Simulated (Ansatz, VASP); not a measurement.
# NaF: VASP beside Ansatz

File INCAR:

```
  ALGO = Normal
  EDIFF = 1E-6
  ENCUT = 520
  GGA = PE
  ISIF = 2
  ISMEAR = 0
  LASPH = True
  LCHARG = False
  LREAL = False
  LWAVE = False
  NBANDS = 22
  NELM = 60
  PREC = Accurate
  SIGMA = 0.01
```

File KPOINTS:

```
k-points
0
Gamma
  9 9 4
```

Contents of POSCAR:

```
NaF
1.0
    3.2207286629      0.0000000000      0.0000000000
   -1.6103643314      2.7892328408      0.0000000000
    0.0000000000      0.0000000000      5.6350663423
Na F
2 2
Direct
    0.0000000000      0.0000000000      0.0000000000
    0.0000000000      0.0000000000      0.5000000000
    0.3333333333      0.6666666667      0.2500000000
    0.6666666667      0.3333333333      0.7500000000
```

Input for Ansatz:

```yaml
crystal:
  lattice:
    - [3.2207286629, 0.0, 0.0]
    - [-1.6103643314, 2.7892328408, 0.0]
    - [0.0, 0.0, 5.6350663423]
  atoms:
    - { symbol: Na, position: [0.0, 0.0, 0.0] }
    - { symbol: Na, position: [0.0, 0.0, 0.5] }
    - { symbol: F, position: [0.3333333333, 0.6666666667, 0.25] }
    - { symbol: F, position: [0.6666666667, 0.3333333333, 0.75] }
kpoints:
  mp_grid: { grid: [9, 9, 4] }
hamiltonian:
  xc: pbe
scf:
  occupations: { method: fixed }
  n_extra_bands: 5
output:
  forces: true
  stress: true
  eigenvalues: true
```

Alike in both runs: task single point; functional PBE; k mesh 9 × 9 × 4; no spin polarisation.

```csv
,VASP,Ansatz
version,VASP 6.6.1,Ansatz 0.2.0
potentials or method,"VASP PAW PBE potentials, release 64 (Na_pv, F)","plane waves, PAW"
plane-wave cutoff (eV),520,420
occupations,"gaussian, width 0.01 eV",fixed
valence electrons in the cell,28,32
```

```csv
,VASP,Ansatz,Ansatz less VASP
gap on the k mesh at the Fermi level (eV),6.13,6.15,+0.015
pressure (GPa),1.3,1.5,+0.12
"traceless stress, the component that is largest in VASP (GPa)",0.14,0.12,-0.020
```

VASP's potentials hold 28 valence electrons a cell and Ansatz's 32, so a difference there can come from the potentials and not from the codes.
